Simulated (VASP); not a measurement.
The system is HfO2.

```xyz
6
Lattice="3.5961 0.0000 0.0000 0.0000 3.5961 0.0000 0.0000 0.0000 5.1770" Properties=species:S:1:pos:R:3 pbc="T T T"
Hf    0.0000    0.0000    0.0000
Hf    1.7980    1.7980    2.5885
O     0.0000    1.7980    1.0509
O     0.0000    1.7980    3.6394
O     1.7980    0.0000    1.5376
O     1.7980    0.0000    4.1261
```

| Quantity | Value |
| --- | --- |
| Program | VASP 6.6.1 |
| Task | relaxation of cell and atoms |
| Functional | PBEsol |
| Potentials or basis | VASP PAW PBE potentials, release 64 (Hf_pv, O) |
| Cutoff | 600 eV |
| k mesh | 6 × 6 × 4 |
| Occupations | gaussian, width 0.01 eV |
| Spin | no spin polarisation |

At the start: pressure -8.7 GPa; volume 11.16 Å³/atom.

Problem. Where does the relaxation end?

Solution. Over 8 steps the energy falls by 10.9 meV/atom and the volume is 10.78 Å³/atom (-3.4 %); space group P4_2/nmc (No. 137, to 0.05 Å).

The path:
| step | energy change (eV) | largest force (eV/Å) | pressure (GPa) | volume (Å³) |
| --- | --- | --- | --- | --- |
| 1 | 0.0000 | 0.1681 | -8.69 | 66.95 |
| 2 | 0.1074 | 0.3302 | 16.57 | 61.25 |
| 3 | -0.0656 | 0.0030 | -0.13 | 64.70 |
| 4 | -0.0656 | 0.0065 | 0.04 | 64.66 |
| 5 | -0.0656 | 0.0028 | 0.04 | 64.66 |
| 6 | -0.0656 | 0.0031 | 0.04 | 64.66 |
| 7 | -0.0656 | 0.0007 | -0.05 | 64.68 |
| 8 | -0.0656 | 0.0019 | -0.01 | 64.67 |

Final structure:
```
Hf O
1.0
     3.55097    0.00000    0.00000
     0.00000    3.55097    0.00000
     0.00000    0.00000    5.12885
Hf O
2 4
Direct
  0.00000 0.00000 0.00000
  0.50000 0.50000 0.50000
  0.00000 0.50000 0.20246
  0.00000 0.50000 0.70246
  0.50000 0.00000 0.29754
  0.50000 0.00000 0.79754
```

Caveat: the PAW data sets were made with another functional, which shifts forces and pressure a little.
